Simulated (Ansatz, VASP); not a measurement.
## Two plane-wave programs on WS3

```xyz
4
Lattice="4.6860 0.0000 0.0000 0.0000 4.6860 0.0000 0.0000 0.0000 4.6860" Properties=species:S:1:pos:R:3 pbc="T T T"
W     0.0000    0.0000    0.0000
S     0.0000    0.0000    2.3430
S     0.0000    2.3430    0.0000
S     2.3430    0.0000    0.0000
```

Alike in both runs: functional PBE; k mesh 10 × 10 × 10; occupations fermi-dirac, width 0.15 eV; no spin polarisation.

Ansatz relaxed the structure, and its values are those at the end. VASP's run is a single point on that final structure, the one shown.

|  | VASP | Ansatz |
| --- | --- | --- |
| version | VASP 6.6.1 | Ansatz 0.2.0 |
| potentials or method | VASP PAW PBE potentials, release 64 (W_sv, S), cutoff 520 eV | scalar-relativistic, plane waves, PAW |
| valence electrons in the cell | 32 | 32 |

```tsv
	VASP	Ansatz	Ansatz less VASP
gap on the k mesh at the Fermi level (eV)	none	none	-
pressure (GPa)	0.0	0.0	+0.04
```

A gap of «none» marks a metal or a gap that the smearing closes. With one functional, cell and mesh, what is left measures potentials, basis and numerics.

Spin-orbit coupling is off throughout.
